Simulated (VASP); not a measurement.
# NaF2 (P6/mmm) in VASP: notebook

The runs below take NaF2 through relaxation of cell and atoms, single point, with PBE.

Everything below comes from runs of VASP 6.6.1. Logs are shortened: lines on timing, memory, paths and dates and some standing lists are left out, and cuts for length are marked.

## Step 1: The cell of the first run

The structure is hexagonal, space group P6/mmm (No. 191). Conventional cell: a = 3.477 Å, b = 3.477 Å, c = 3.755 Å, α = 90.00°, β = 90.00°, γ = 120.00°. Na (site symmetry 6/mmm) has 12 F at 2.75 Å and 6 Na at 3.48 Å within 3.6 Å. Within 2.7 Å of F (site symmetry -6m2) lie 3 F at 2.01 Å.

## Step 2: Relaxation of cell and atoms, PBE, collinear spin, ferromagnetic start

INCAR

```
SYSTEM = NaF2
PREC     = Accurate       ! precision mode
ENCUT    = 600            ! plane-wave cutoff, eV
EDIFF    = 1E-6           ! SCF threshold, eV
ISMEAR   = 0              ! smearing method
SIGMA    = 0.1            ! smearing width, eV
LREAL    = .False.        ! projectors in reciprocal space
LASPH    = .True.         ! aspherical terms in the spheres
NELM     = 150            ! most SCF steps
ALGO     = Normal         ! electronic algorithm
ISIF     = 3              ! what is computed and relaxed
LWAVE    = .False.        ! write WAVECAR
LCHARG   = .False.        ! write CHGCAR
ISPIN    = 2              ! spin polarisation
MAGMOM   = 0 0.52 0.52    ! initial moments
LORBIT   = 11             ! projections on sites
GGA      = PE             ! functional
IBRION   = 2              ! ionic algorithm
NSW      = 90             ! ionic steps
EDIFFG   = -0.04          ! ionic threshold
```

KPOINTS

```
regular mesh
0
Gamma
  6 6 4
  0 0 0
```

POSCAR

```
NaF2
1.0
    3.4774329298      0.0000000000      0.0000000000
   -1.7387164649      3.0115452572      0.0000000000
    0.0000000000      0.0000000000      3.7547033295
Na F
1 2
Direct
    0.0000000000      0.0000000000      0.0000000000
    0.3333333333      0.6666666667      0.5000000000
    0.6666666667      0.3333333333      0.5000000000
```

Potentials or basis: VASP PAW PBE potentials, release 64 (Na_pv, F).

Run with:

```
> cat potpaw_PBE.64/Na_pv/POTCAR potpaw_PBE.64/F/POTCAR > POTCAR
> mpirun -np 1 vasp_std > vasp.out
```

OUTCAR:

```text
SYSTEM = NaF2
   PREC = Accurate
   ENCUT = 600
   EDIFF = 1E-6
   ISMEAR = 0
   LREAL = .False.
   LASPH = .True.
   NELM = 150
   ISIF = 3
   ISPIN = 2
   LORBIT = 11
   GGA = PE
   IBRION = 2
   NSW = 90
   EDIFFG = -0.04

 ion  position               nearest neighbor table
   1  0.000  0.000  0.000-
   2  0.333  0.667  0.500-
   3  0.667  0.333  0.500-

  LATTYP: Found a hexagonal cell.
 ALAT       =     3.4774329298
 C/A-ratio  =     1.0797342193

  Lattice vectors:

 A1 = (   3.4774329298,   0.0000000000,   0.0000000000)
 A2 = (  -1.7387164649,   3.0115452572,   0.0000000000)
 A3 = (   0.0000000000,   0.0000000000,   3.7547033295)

Analysis of symmetry for initial positions (statically):
=====================================================================
 Subroutine PRICEL returns:
 Original cell was already a primitive cell.

 Routine SETGRP: Setting up the symmetry group for a
 hexagonal supercell.

 Subroutine GETGRP returns: Found 24 space group operations
 (whereof 24 operations were pure point group operations)
 out of a pool of 24 trial point group operations.

The static configuration has the point symmetry D_6h.

Analysis of symmetry for dynamics (positions and initial velocities):
=====================================================================
 Subroutine PRICEL returns:
 Original cell was already a primitive cell.

 Routine SETGRP: Setting up the symmetry group for a
 hexagonal supercell.

 Subroutine GETGRP returns: Found 24 space group operations
 (whereof 24 operations were pure point group operations)
 out of a pool of 24 trial point group operations.

The dynamic configuration has the point symmetry D_6h.

Analysis of structural, dynamic, and magnetic symmetry:
=====================================================================
 Subroutine PRICEL returns:
 Original cell was already a primitive cell.

 Routine SETGRP: Setting up the symmetry group for a
 hexagonal supercell.

 Subroutine GETGRP returns: Found 24 space group operations
 (whereof 24 operations were pure point group operations)
 out of a pool of 24 trial point group operations.

The overall configuration has the point symmetry D_6h.

 Subroutine INISYM returns: Found 24 space group operations
 (whereof 24 operations are pure point group operations),
 and found     1 'primitive' translations

----------------------------------------------------------------------------------------

                                     Primitive cell

  volume of cell :      39.3209

  direct lattice vectors                    reciprocal lattice vectors
     3.477432930  0.000000000  0.000000000     0.287568451  0.166027722  0.000000000
    -1.738716465  3.011545257  0.000000000     0.000000000  0.332055445  0.000000000
     0.000000000  0.000000000  3.754703329     0.000000000  0.000000000  0.266332627

  length of vectors
     3.477432930  3.477432930  3.754703329     0.332055445  0.332055445  0.266332627

  position of ions in fractional coordinates (direct lattice)
     0.000000000  0.000000000  0.000000000
     0.333333333  0.666666667  0.500000000
     0.666666667  0.333333333  0.500000000

  ion indices of the primitive-cell ions
   primitive index   ion index
                 1           1
                 2           2
                 3           3

----------------------------------------------------------------------------------------

 KPOINTS: regular mesh

Automatic generation of k-mesh.
 Grid dimensions read from file:
 generate k-points for:    6    6    4

 Generating k-lattice:

  Cartesian coordinates                     Fractional coordinates (reciprocal lattice)
     0.047928075  0.027671287  0.000000000     0.166666667 -0.000000000  0.000000000
     0.000000000  0.055342574  0.000000000     0.000000000  0.166666667  0.000000000
     0.000000000  0.000000000  0.066583157     0.000000000  0.000000000  0.250000000

  Length of vectors
     0.055342574  0.055342574  0.066583157

  Shift w.r.t. Gamma in fractional coordinates (k-lattice)
     0.000000000  0.000000000  0.000000000

 Subroutine IBZKPT returns following result:
 ===========================================

 Found     21 irreducible k-points:

 Following reciprocal coordinates:
            Coordinates               Weight
  0.000000  0.000000  0.000000      1.000000
  0.166667  0.000000  0.000000      6.000000
  0.333333  0.000000  0.000000      6.000000
  0.500000  0.000000  0.000000      3.000000
  0.166667  0.166667  0.000000      6.000000
  0.333333  0.166667  0.000000     12.000000
[... 13 lines left out ...]
  0.333333  0.166667  0.500000     12.000000
  0.333333  0.333333  0.500000      2.000000
   k-points           NKPTS =     21   k-points in BZ     NKDIM =     21   number of bands    NBANDS=     15
   number of dos      NEDOS =    301   number of ions     NIONS =      3
   total plane-waves  NPLWV =  23520
   dimension x,y,z NGX =    28 NGY =   28 NGZ =   30
   dimension x,y,z NGXF=    56 NGYF=   56 NGZF=   60
   ions per type =               1   2
   NGX,Y,Z   is equivalent  to a cutoff of  13.39, 13.39, 13.28 a.u.
   NGXF,Y,Z  is equivalent  to a cutoff of  26.77, 26.77, 26.57 a.u.
 SYSTEM =  NaF2
   PREC   = accura    normal or accurate (medium, high low for compatibility)
   ISTART =      0    job   : 0-new  1-cont  2-samecut
   ICHARG =      2    charge: 1-file 2-atom 10-const
   ISPIN  =      2    spin polarized calculation?
   LNONCOLLINEAR =      F non collinear calculations
   LSORBIT =      F    spin-orbit coupling
   LASPH  =      T    aspherical Exc in radial PAW
   ENCUT  =  600.0 eV  44.10 Ry    6.64 a.u.   6.95  6.95  7.50*2*pi/ulx,y,z
   NELM   =    150;   NELMIN=  2; NELMDL= -5     # of ELM steps
   EDIFF  = 0.1E-05   stopping-criterion for ELM
   LREAL  =      F    real-space projection
   EDIFFG = -.4E-01   stopping-criterion for IOM
   NSW    =     90    number of steps for IOM
   IBRION =      2    ionic relax: 0-MD 1-quasi-New 2-CG
   NFREE  =      1    steps in history (QN), initial steepest desc. (CG)
   ISIF   =      3    stress and relaxation
   ISYM   =      2    0-nonsym 1-usesym 2-fastsym
   POTIM  = 0.5000    time-step for ionic-motion
   TEBEG  =    0.0;   TEEND  =   0.0 temperature during run
   PSTRESS=    0.0 pullay stress
   NELECT =      21.0000    total number of electrons
   NUPDOWN=      -1.0000    fix difference up-down
   EMIN   =  10.00;   EMAX   =-10.00  energy-range for DOS
   EFERMI =   0.00;   METHOD = LEGACY
   ISMEAR =     0;   SIGMA  =   0.10  broadening in eV -4-tet -1-fermi 0-gaus
   EFERMI_NEDOS =   21; number of points for ismear=-14 and -15
   IALGO  =     38    algorithm
   IMIX   =      4    mixing-type and parameters
     AMIX     =   0.40;   BMIX     =  1.00
     AMIX_MAG =   1.60;   BMIX_MAG =  1.00
  volume/ion in A,a.u.               =      13.11        88.45
  Fermi-wavevector in a.u.,A,eV,Ry     =   1.328230  2.509991 24.003335  1.764195
  Thomas-Fermi vector in A             =   2.457483
   LORBIT       =     11    0 simple, 1 ext, 2 COOP (PROOUT), +10 PAW based schemes
   GGA     = PE    functional components
   LHFCALC =     F    Hartree Fock is set to
   AEXX    =    0.0000 exact exchange contribution
   IVDW    =     0    specifies the selected vdW correction
   LEPSILON=     F    determine dielectric tensor
   LRPA    =     F    only Hartree local field effects (RPA)
 conjugate gradient relaxation of ions
 spin polarized calculation
 Gauss-broadening in eV      SIGMA  =   0.10
  energy-cutoff  :      600.00
  volume of cell :       39.32
 maximum number of plane-waves:      1326
 NGX is ok and might be reduce to    28
   NGX = 13   NGY = 13   NGZ = 15

--------------------------------------- Ionic step        1  -------------------------------------------

 number of electron      20.9999997 magnetization       0.9487201

 Free energy of the ion-electron system (eV)
  ---------------------------------------------------
  ext. energy  EPLUGINS =         0.00000000
  ---------------------------------------------------
  free energy    TOTEN  =        -8.95090641 eV

  energy without entropy =       -8.94847196  energy(sigma->0) =       -8.94968919

------------------------ aborting loop because EDIFF is reached ----------------------------------------

  FORCE on cell =-STRESS in cart. coord.  units (eV):
  Direction    XX          YY          ZZ          XY          YZ          ZX
  --------------------------------------------------------------------------------------
  -------------------------------------------------------------------------------------
  Total        4.8468932      4.8468932     -3.7154288      0.0000000     -0.0000000      0.0000000
  in kB      197.4923379    197.4923379   -151.3894934      0.0000000     -0.0000000      0.0000000
  external PRESSURE =      81.1983941 kB  Pullay stress =       0.0000000 kB
[... 207 lines left out ...]
  energy  without entropy=       -9.7236194276  energy(sigma->0) =       -9.72503476

--------------------------------------- Ionic step        7  -------------------------------------------

 number of electron      20.9999988 magnetization       0.9999998

 Free energy of the ion-electron system (eV)
  ---------------------------------------------------
  ext. energy  EPLUGINS =         0.00000000
  ---------------------------------------------------
  free energy    TOTEN  =        -9.72927602 eV

  energy without entropy =       -9.72643326  energy(sigma->0) =       -9.72785464

 E-fermi :  -1.7899     XC(G=0):  -8.9327

 val. band max:       -1.8083687030   @ k =   0.0000   0.0000   0.2500
 cond. band min:      -1.7710210975   @ k =   0.0000   0.0000   0.5000
 fundamental gap:      0.0373476056
 Fermi energy:        -1.7899432442

 spin component 1

 k-point     1 :       0.0000    0.0000    0.0000
  band No.  band energies     occupation
      1     -23.5373      1.00000
      2     -22.5529      1.00000
      3     -22.5355      1.00000
      4     -22.5354      1.00000
      5     -21.8153      1.00000
      6      -5.3270      1.00000
      7      -5.3269      1.00000
      8      -3.8133      1.00000
      9      -2.9978      1.00000
     10      -2.9978      1.00000
     11      -2.5798      1.00000
     12       4.0056      0.00000
     13      12.0948      0.00000
     14      14.2659      0.00000
     15      14.2659      0.00000
[... 343 lines left out ...]
 k-point    21 :       0.3333    0.3333    0.5000
  band No.  band energies     occupation
      1     -22.6668      1.00000
      2     -22.6199      1.00000
      3     -22.6199      1.00000
      4     -22.5357      1.00000
      5     -22.5357      1.00000
      6      -5.9253      1.00000
      7      -4.1626      1.00000
      8      -4.1626      1.00000
      9      -4.0404      1.00000
     10      -4.0404      1.00000
     11      -2.1544      1.00000
     12       9.7011      0.00000
     13      10.0957      0.00000
     14      11.3330      0.00000
     15      11.3330      0.00000
 Fermi energy:        -1.7899432442

 spin component 2

 k-point     1 :       0.0000    0.0000    0.0000
  band No.  band energies     occupation
      1     -22.6675      1.00000
      2     -22.5574      1.00000
      3     -22.5379      1.00000
      4     -22.5379      1.00000
      5     -20.8671      1.00000
      6      -4.3221      1.00000
      7      -4.3221      1.00000
      8      -3.4300      1.00000
      9      -2.1591      1.00000
     10      -1.8452      0.78283
     11      -1.8452      0.78282
     12       4.1235      0.00000
     13      12.1046      0.00000
     14      14.4768      0.00000
     15      14.4768      0.00000
[... 388 lines left out ...]
  FREE ENERGIE OF THE ION-ELECTRON SYSTEM (eV)
  ---------------------------------------------------
  free  energy   TOTEN  =        -9.7292760212 eV

  energy  without entropy=       -9.7264332623  energy(sigma->0) =       -9.72785464

 reached required accuracy - stopping structural energy minimisation

 total charge

# of ion       s       p       d       tot
------------------------------------------
    1        0.023   5.965   0.000   5.988
    2        1.752   4.191   0.000   5.943
    3        1.752   4.191   0.000   5.943
--------------------------------------------------
tot          3.527  14.347   0.000  17.874

 magnetization (x)

# of ion       s       p       d       tot
------------------------------------------
    1       -0.002  -0.001   0.000  -0.004
    2        0.002   0.468   0.000   0.470
    3        0.002   0.468   0.000   0.470
--------------------------------------------------
tot          0.001   0.935   0.000   0.936
```

It took 59 s on 1 thread of Intel Xeon 6975P-C (Granite Rapids), shared host; peak memory 0.18 GiB.

What came out:

| Item | Value |
| --- | --- |
| Free energy | -9.7293 eV |
| Relaxed volume | 13.00 Å³/atom |
| Relaxed cell | a = 3.830 Å, b = 3.830 Å, c = 3.070 Å, α = 90.00°, β = 90.00°, γ = 120.00° |
| Space group after relaxing (to 0.05 Å) | P6/mmm (No. 191) |
| Energy gained by relaxing | 259.5 meV/atom |
| Ionic steps | 7 |
| Pressure after relaxing | -0.1 GPa |
| Band gap on the k mesh | zero (filled and empty bands overlap) |
| Net moment | 1.00 μB per cell |
| Site moments | Na -0.00; F +0.47 μB |
| Valence electrons inside the program's atomic spheres | Na 5.99; F 5.94 |

Stress tensor (GPa, compression positive):
```
-0.35  0.00  0.00
 0.00 -0.35  0.00
 0.00  0.00  0.36
```

The path:
| step | energy change (eV) | largest force (eV/Å) | pressure (GPa) | volume (Å³) |
| --- | --- | --- | --- | --- |
| 1 | 0.0000 | 0.0000 | 8.12 | 39.32 |
| 2 | -0.6041 | 0.0000 | -0.37 | 42.96 |
| 3 | -0.6817 | 0.0000 | -4.17 | 45.63 |
| 4 | -0.6889 | 0.0000 | -3.25 | 44.92 |
| 5 | -0.7354 | 0.0000 | -2.49 | 43.01 |
| 6 | -0.7755 | 0.0000 | -0.91 | 40.10 |
| 7 | -0.7784 | 0.0000 | -0.11 | 38.99 |

Final structure:
```yaml
crystal:
  lattice:
    - [3.82963, 0.00000, 0.00000]
    - [-1.91481, 3.31656, 0.00000]
    - [0.00000, 0.00000, 3.07016]
  atoms:
    - { symbol: Na, position: [0.00000, 0.00000, 0.00000] }
    - { symbol: F, position: [0.33333, 0.66667, 0.50000] }
    - { symbol: F, position: [0.66667, 0.33333, 0.50000] }
```

Levels at points of the mesh, in eV from the Fermi level:
Spin up:
| k point | band 9 | band 10 | band 11 | band 12 | band 13 | band 14 |
| --- | --- | --- | --- | --- | --- | --- |
| (0.00, 0.00, 0.00) | -1.21 | -1.21 | -0.79 | 5.80 | 13.88 | 16.06 |
| (0.50, 0.00, 0.00) | -1.51 | -1.21 | -0.64 | 8.94 | 10.03 | 13.99 |
| (0.00, 0.00, 0.50) | -1.37 | -1.15 | -1.15 | 10.29 | 10.40 | 16.57 |
| (0.50, 0.00, 0.50) | -2.08 | -1.41 | -0.58 | 11.26 | 11.89 | 12.76 |
Spin down:
| k point | band 8 | band 9 | band 10 | band 11 | band 12 | band 13 |
| --- | --- | --- | --- | --- | --- | --- |
| (0.00, 0.00, 0.00) | -1.64 | -0.37 | -0.06 | -0.06 | 5.91 | 13.89 |
| (0.50, 0.00, 0.00) | -1.24 | -0.80 | -0.36 | 0.59 | 9.21 | 10.19 |
| (0.00, 0.00, 0.50) | -2.34 | -0.98 | 0.02 | 0.02 | 10.41 | 10.54 |
| (0.50, 0.00, 0.50) | -2.19 | -1.72 | -0.25 | 0.65 | 11.31 | 12.11 |

Caveat: the k points lie up to 0.51 Å⁻¹ apart in the final cell.

(Continued in part 2 of 2.)
